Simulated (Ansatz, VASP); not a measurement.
## One calculation of Hf3TiO8, two programs

File INCAR:

```
SYSTEM = Hf3TiO8
PREC = Accurate
ENCUT = 520
EDIFF = 1E-6
ISMEAR = -1
SIGMA = 0.02
LREAL = .False.
LASPH = .True.
NELM = 80
ALGO = Normal
ISIF = 2
LWAVE = .False.
LCHARG = .True.
GGA = PE
LELF = .True.
LVHAR = .True.
NBANDS = 57
```

Contents of KPOINTS:

```
Automatic mesh
0
Gamma
  6 6 4
  0 0 0
```

POSCAR

```
Hf3TiO8
1.0
    3.3736832361     -3.3801742009      0.0000000000
    3.3736832361      3.3801742009      0.0000000000
    0.0000000000      0.0000000000      6.3173253649
Hf O Ti
3 8 1
Direct
    0.5000000000      0.5000000000      0.0000000000
    0.0000000000      0.0000000000      0.7454470673
    0.0000000000      0.0000000000      0.2545529327
    0.1944692606      0.1944692606      0.0000000000
    0.8055307394      0.8055307394      0.0000000000
    0.6907601133      0.3092398867      0.7382285142
    0.3092398867      0.6907601133      0.7382285142
    0.2047793151      0.2047793151      0.5000000000
    0.7952206849      0.7952206849      0.5000000000
    0.6907601133      0.3092398867      0.2617714858
    0.3092398867      0.6907601133      0.2617714858
    0.5000000000      0.5000000000      0.5000000000
```

Input for Ansatz:

```yaml
crystal:
  lattice:
    - [3.3736832361, -3.3801742009, 0.0]
    - [3.3736832361, 3.3801742009, 0.0]
    - [0.0, 0.0, 6.3173253649]
  atoms:
    - { symbol: Hf, position: [0.5, 0.5, 0.0] }
    - { symbol: Hf, position: [0.0, 0.0, 0.7454470673] }
    - { symbol: O, position: [0.1944692606, 0.1944692606, 0.0] }
    - { symbol: O, position: [0.8055307394, 0.8055307394, 0.0] }
    - { symbol: O, position: [0.6907601133, 0.3092398867, 0.7382285142] }
    - { symbol: O, position: [0.3092398867, 0.6907601133, 0.7382285142] }
    - { symbol: Ti, position: [0.5, 0.5, 0.5] }
    - { symbol: Hf, position: [0.0, 0.0, 0.2545529327] }
    - { symbol: O, position: [0.2047793151, 0.2047793151, 0.5] }
    - { symbol: O, position: [0.7952206849, 0.7952206849, 0.5] }
    - { symbol: O, position: [0.6907601133, 0.3092398867, 0.2617714858] }
    - { symbol: O, position: [0.3092398867, 0.6907601133, 0.2617714858] }
kpoints:
  mp_grid: { grid: [6, 6, 4] }
  band_path:
    path:
      - [[0.0, 0.0, 0.0], [-0.5, 0.5, 0.0], [-0.4990407694838, 0.5009592305162, 0.0]]
      - [[0.4990407694838, 0.4990407694838, 0.0], [0.0, 0.0, 0.0], [0.0, 0.0, 0.5], [0.4990407694838, 0.4990407694838, 0.5]]
      - [[-0.4990407694838, 0.5009592305162, 0.5], [-0.5, 0.5, 0.5], [-0.5, 0.5, 0.0]]
      - [[0.0, 0.0, 0.0], [-1.61013493449e-17, 0.5, 0.0], [-1.61013493449e-17, 0.5, 0.5], [0.0, 0.0, 0.5], [-0.5, 0.5, 0.5]]
    npoints: 10
hamiltonian:
  xc: pbe
scf:
  occupations: { method: fermi_dirac, width: 0.02 }
  n_extra_bands: 7
output:
  forces: true
  stress: true
  eigenvalues: true
```

Alike in both runs: task single point; functional PBE; k mesh 6 × 6 × 4; occupations fermi-dirac, width 0.02 eV; no spin polarisation.

|  | VASP | Ansatz |
| --- | --- | --- |
| version | VASP 6.6.1 | Ansatz 0.2.0 |
| potentials or method | VASP PAW PBE potentials, release 64 (Hf_pv, O, Ti_sv) | plane waves, PAW |
| plane-wave cutoff (eV) | 520 | 420 |
| valence electrons in the cell | 90 | 138 |

```tsv
	VASP	Ansatz	Ansatz less VASP
gap on the k mesh at the Fermi level (eV)	2.56	2.61	+0.046
pressure (GPa)	3.0	5.1	+2.10
rms of the force components (eV/Å)	0.064	0.023	-0.0407
```

VASP's potentials hold 90 valence electrons a cell and Ansatz's 138, so a difference there can come from the potentials and not from the codes.

Spin-orbit coupling is off throughout.
